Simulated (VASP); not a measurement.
# Sb (Im-3m) in VASP: a series of runs, part 2 of 2

VASP 6.6.1.

## Step 3: Relaxation of cell and atoms, PBEsol

This run uses another cell than the first one, of 20.53 Å³/atom, 0.798 times its volume.

INCAR

```
SYSTEM = Sb
  PREC = Accurate
  ENCUT = 600
  EDIFF = 1E-6
  ISMEAR = -1
  SIGMA = 0.1
  LREAL = .FALSE.
  LASPH = .TRUE.
  NELM = 60
  ALGO = Normal
  ISIF = 3
  LWAVE = .FALSE.
  LCHARG = .FALSE.
  GGA = PS
  IBRION = 2
  NSW = 80
  EDIFFG = -0.05
```

KPOINTS

```
regular mesh
0
G
  10 10 10
  0 0 0
```

POSCAR

```
Sb
1.0
   -1.7250000000      1.7250000000      1.7250000000
    1.7250000000     -1.7250000000      1.7250000000
    1.7250000000      1.7250000000     -1.7250000000
Sb
1
Direct
    0.0000000000      0.0000000000      0.0000000000
```

Potentials or basis: VASP PAW PBE potentials, release 64 (Sb).

Started as:

```bash
$ cat potpaw_PBE.64/Sb/POTCAR > POTCAR
$ mpirun -np 1 vasp_std > vasp.out
```

OUTCAR:

```text
SYSTEM = Sb
   PREC = Accurate
   ENCUT = 600
   EDIFF = 1E-6
   ISMEAR = -1
   LREAL = .FALSE.
   LASPH = .TRUE.
   NELM = 60
   ISIF = 3
   GGA = PS
   IBRION = 2
   NSW = 80
   EDIFFG = -0.05

 ion  position               nearest neighbor table
   1  0.000  0.000  0.000-

  LATTYP: Found a body centered cubic cell.
 ALAT       =     3.4500000000

  Lattice vectors:

 A1 = (  -1.7250000000,   1.7250000000,   1.7250000000)
 A2 = (   1.7250000000,  -1.7250000000,   1.7250000000)
 A3 = (   1.7250000000,   1.7250000000,  -1.7250000000)

Analysis of symmetry for initial positions (statically):
=====================================================================
 Subroutine PRICEL returns:
 Original cell was already a primitive cell.

 Routine SETGRP: Setting up the symmetry group for a
 body centered cubic supercell.

[... 155 lines left out ...]

 number of electron       5.0000000 magnetization

 Free energy of the ion-electron system (eV)
  ---------------------------------------------------
  ext. energy  EPLUGINS =         0.00000000
  ---------------------------------------------------
  free energy    TOTEN  =        -3.98736554 eV

  energy without entropy =       -3.95828370  energy(sigma->0) =       -3.97282462

 E-fermi :  12.3497     XC(G=0): -11.5440

 val. band max:       12.3082680486   @ k =  -0.2000   0.3000   0.1000
 cond. band min:      12.4526625271   @ k =  -0.4000   0.4000   0.2000
 fundamental gap:      0.1443944785
 Fermi energy:        12.3496711503
[... 545 lines left out ...]
--------------------------------------- Ionic step        4  -------------------------------------------

 number of electron       4.9999999 magnetization

 Free energy of the ion-electron system (eV)
  ---------------------------------------------------
  ext. energy  EPLUGINS =         0.00000000
  ---------------------------------------------------
  free energy    TOTEN  =        -4.38659871 eV

  energy without entropy =       -4.35914273  energy(sigma->0) =       -4.37287072

 E-fermi :   8.6316     XC(G=0): -10.4427

 val. band max:        8.6152980922   @ k =  -0.3000   0.4000   0.1000
 cond. band min:       8.6359936178   @ k =   0.3000   0.1000   0.1000
 fundamental gap:      0.0206955256
 Fermi energy:         8.6316295170
[... 244 lines left out ...]
  FREE ENERGIE OF THE ION-ELECTRON SYSTEM (eV)
  ---------------------------------------------------
  free  energy   TOTEN  =        -4.3865987052 eV

  energy  without entropy=       -4.3591427303  energy(sigma->0) =       -4.37287072

 reached required accuracy - stopping structural energy minimisation
```

OSZICAR:

```text
N       E                     dE             d eps       ncg     rms          rms(c)
DAV:   1     0.107277655430E+02    0.10728E+02   -0.19780E+03   582   0.653E+02
DAV:   2    -0.380011293921E+01   -0.14528E+02   -0.13620E+02   792   0.860E+01
DAV:   3    -0.399781812831E+01   -0.19771E+00   -0.19396E+00   696   0.111E+01
DAV:   4    -0.399851784742E+01   -0.69972E-03   -0.69969E-03   750   0.840E-01
[... 24 lines left out ...]
       N       E                     dE             d eps       ncg     rms          rms(c)
DAV:   1    -0.438673475559E+01   -0.33341E-03   -0.44621E-03   624   0.389E-01    0.529E-02
DAV:   2    -0.438664512234E+01    0.89633E-04   -0.72469E-05   570   0.714E-02    0.294E-02
DAV:   3    -0.438659885212E+01    0.46270E-04   -0.92287E-05   588   0.557E-02    0.968E-03
DAV:   4    -0.438659870520E+01    0.14691E-06   -0.52658E-07   444   0.777E-03
   4 F= -.43865987E+01 E0= -.43728707E+01  d E =-.399233E+00
```

Wall time 18 s (1 thread of Intel Xeon 8259CL, shared host); peak memory 0.14 GiB.

Results:

| Item | Value |
| --- | --- |
| Free energy | -4.3866 eV |
| Relaxed volume | 26.23 Å³/atom |
| Relaxed cell | a = 3.242 Å, b = 3.242 Å, c = 3.242 Å, α = 109.47°, β = 109.47°, γ = 109.47° |
| Space group after relaxing (to 0.05 Å) | Im-3m (No. 229) |
| Energy gained by relaxing | 399.2 meV/atom |
| Ionic steps | 4 |
| Pressure after relaxing | -0.1 GPa |

Step by step:
| step | energy change (eV) | largest force (eV/Å) | pressure (GPa) | volume (Å³) |
| --- | --- | --- | --- | --- |
| 1 | 0.0000 | 0.0000 | 28.14 | 20.53 |
| 2 | -0.1395 | 0.0000 | -9.54 | 33.22 |
| 3 | -0.3990 | 0.0000 | -0.41 | 26.36 |
| 4 | -0.3992 | 0.0000 | -0.09 | 26.23 |

Final structure:
```yaml
crystal:
  lattice:
    - [-1.87175, 1.87175, 1.87175]
    - [1.87175, -1.87175, 1.87175]
    - [1.87175, 1.87175, -1.87175]
  atoms:
    - { symbol: Sb, position: [0.00000, 0.00000, 0.00000] }
```

Caveat: the volume moved by over 15 % at a fixed basis, so the end points are rough; the PAW data sets were made with another functional, which shifts forces and pressure a little; spin-orbit coupling is left out, which moves the levels of the heavy elements; the volume moved by +28 % from the deposited cell, more than functionals usually miss. Zero-point motion and thermal expansion aren't in these numbers.

## Step 4: Relaxation of cell and atoms, PBE+D4

This run uses another cell than the first one, of 20.53 Å³/atom, 0.798 times its volume.

INCAR

```
  ALGO = Normal
  EDIFF = 1E-6
  EDIFFG = -0.05
  ENCUT = 600
  GGA = PE
  IBRION = 2
  ISIF = 3
  ISMEAR = -1
  IVDW = 13
  LASPH = T
  LCHARG = F
  LREAL = F
  LWAVE = F
  NELM = 80
  NSW = 80
  PREC = Accurate
  SIGMA = 0.1
```

KPOINTS

```
k-points
0
Gamma
  10 10 10
```

POSCAR is that of step 3.

Started as:

```bash
$ cat potpaw_PBE.64/Sb/POTCAR > POTCAR
$ mpirun -np 1 vasp_std > vasp.out
```

Wall time 17 s (1 thread of Intel Xeon 8259CL, shared host); peak memory 0.14 GiB.

The run converged. Its results:

| Property | Result |
| --- | --- |
| Free energy | -4.4785 eV |
| Relaxed volume | 26.25 Å³/atom |
| Relaxed cell | a = 3.243 Å, b = 3.243 Å, c = 3.243 Å, α = 109.47°, β = 109.47°, γ = 109.47° |
| Space group after relaxing (to 0.05 Å) | Im-3m (No. 229) |
| Energy gained by relaxing | 384.7 meV/atom |
| Ionic steps | 3 |
| Pressure after relaxing | -0.3 GPa |
| Dispersion energy per atom | -0.576 eV |

The path:
| step | energy change (eV) | largest force (eV/Å) | pressure (GPa) | volume (Å³) |
| --- | --- | --- | --- | --- |
| 1 | 0.0000 | 0.0000 | 27.41 | 20.53 |
| 2 | -0.1477 | 0.0000 | -8.98 | 32.84 |
| 3 | -0.3847 | 0.0000 | -0.28 | 26.25 |

Final structure:
```
Sb
1.0
    -1.87212    1.87212    1.87212
     1.87212   -1.87212    1.87212
     1.87212    1.87212   -1.87212
Sb
1
Direct
  0.00000 0.00000 0.00000
```

Levels at points of the mesh, in eV from the Fermi level:
| k point | band 1 | band 2 | band 3 | band 4 | band 5 | band 6 |
| --- | --- | --- | --- | --- | --- | --- |
| (0.00, 0.00, 0.00) | -13.03 | 5.71 | 5.71 | 5.71 | 10.66 | 10.66 |
| (0.50, 0.00, 0.00) | -8.84 | -5.74 | 1.76 | 3.84 | 6.52 | 6.97 |
| (0.50, 0.50, 0.50) | -5.45 | -2.04 | -2.04 | -2.04 | 2.93 | 2.93 |

Caveat: the volume moved by over 15 % at a fixed basis, so the end points are rough; spin-orbit coupling is left out, which moves the levels of the heavy elements; the volume moved by +28 % from the deposited cell, more than functionals usually miss; pairwise dispersion overbinds metals, which lowers pressure and volume.

## Step 5: Relaxation of cell and atoms, LDA

This run uses another cell than the first one, of 20.53 Å³/atom, 0.798 times its volume.

INCAR

```
ALGO = Normal
EDIFF = 1E-6
EDIFFG = -0.05
ENCUT = 600
IBRION = 2
ISIF = 3
ISMEAR = -1
LASPH = True
LCHARG = False
LREAL = False
LWAVE = False
NELM = 100
NSW = 80
PREC = Accurate
SIGMA = 0.1
```

KPOINTS is that of step 4.

POSCAR is that of step 4.

Potentials or basis: VASP PAW LDA potentials, release 64 (Sb).

Started as:

```bash
$ cat potpaw_LDA.64/Sb/POTCAR > POTCAR
$ mpirun -np 1 vasp_std > vasp.out
```

Run time: 14 s. Hardware: 1 thread of Intel Xeon 8259CL, shared host; peak memory 0.14 GiB.

Results (log left out):

```
Free energy                            : -4.6253 eV
Relaxed volume                         : 25.81 Å³/atom
Relaxed cell                           : a = 3.225 Å, b = 3.225 Å, c = 3.225 Å, α = 109.47°, β = 109.47°, γ = 109.47°
Space group after relaxing (to 0.05 Å) : Im-3m (No. 229)
Energy gained by relaxing              : 352.4 meV/atom
Ionic steps                            : 4
Pressure after relaxing                : -0.1 GPa
```

Step by step:
```
step  energy change (eV)  largest force (eV/Å)  pressure (GPa)  volume (Å³)
   1              0.0000                0.0000           26.44        20.53
   2             -0.1073                0.0000           -9.74        32.34
   3             -0.3522                0.0000           -0.42        25.93
   4             -0.3524                0.0000           -0.11        25.81
```

Final structure:
```xyz
1
Lattice="-1.8618 1.8618 1.8618 1.8618 -1.8618 1.8618 1.8618 1.8618 -1.8618" Properties=species:S:1:pos:R:3 pbc="T T T"
Sb    0.0000    0.0000    0.0000
```

Levels at points of the mesh, in eV from the Fermi level:
| k point | band 1 | band 2 | band 3 | band 4 | band 5 | band 6 |
| --- | --- | --- | --- | --- | --- | --- |
| (0.00, 0.00, 0.00) | -13.17 | 5.75 | 5.75 | 5.75 | 10.47 | 10.47 |
| (0.50, 0.00, 0.00) | -8.91 | -5.81 | 1.76 | 3.85 | 6.57 | 6.97 |
| (0.50, 0.50, 0.50) | -5.47 | -2.07 | -2.07 | -2.07 | 2.97 | 2.97 |

Caveat: the volume moved by over 15 % at a fixed basis, so the end points are rough; spin-orbit coupling is left out, which moves the levels of the heavy elements; the volume moved by +26 % from the deposited cell, more than functionals usually miss.

## Step 6: The runs side by side

```tsv
task	level	potentials or basis	cell	cutoff (eV)	gap on the mesh (eV)	pressure (GPa)	relaxed volume (Å³/atom)
single point	LDA	VASP PAW LDA potentials, release 64 (Sb)	a = 3.221 Å, angles 109.5°, 1 atom	520	none	0.1	-
relaxation of cell and atoms	PBEsol	VASP PAW PBE potentials, release 64 (Sb)	relaxed from a = 2.988 Å, angles 109.5°, 1 atom	600	none	-0.1	26.23
relaxation of cell and atoms	PBE+D4	VASP PAW PBE potentials, release 64 (Sb)	relaxed from a = 2.988 Å, angles 109.5°, 1 atom	600	none	-0.3	26.25
relaxation of cell and atoms	LDA	VASP PAW LDA potentials, release 64 (Sb)	relaxed from a = 2.988 Å, angles 109.5°, 1 atom	600	none	-0.1	25.81
```

Alike in all rows: no spin polarisation; k mesh 10 × 10 × 10; smearing fermi-dirac 0.1 eV.

Caveats: spin-orbit coupling is left out, which moves the levels of the heavy elements; the volume moved by over 15 % at a fixed basis, so the end points are rough (some runs); the volume moved by +28 % from the deposited cell, more than functionals usually miss (some runs); the PAW data sets were made with another functional, which shifts forces and pressure a little (some runs); pairwise dispersion overbinds metals, which lowers pressure and volume (some runs); the volume moved by +26 % from the deposited cell, more than functionals usually miss (some runs).

Total energies depend on the potentials used, so only differences within one code and one set of settings carry meaning.
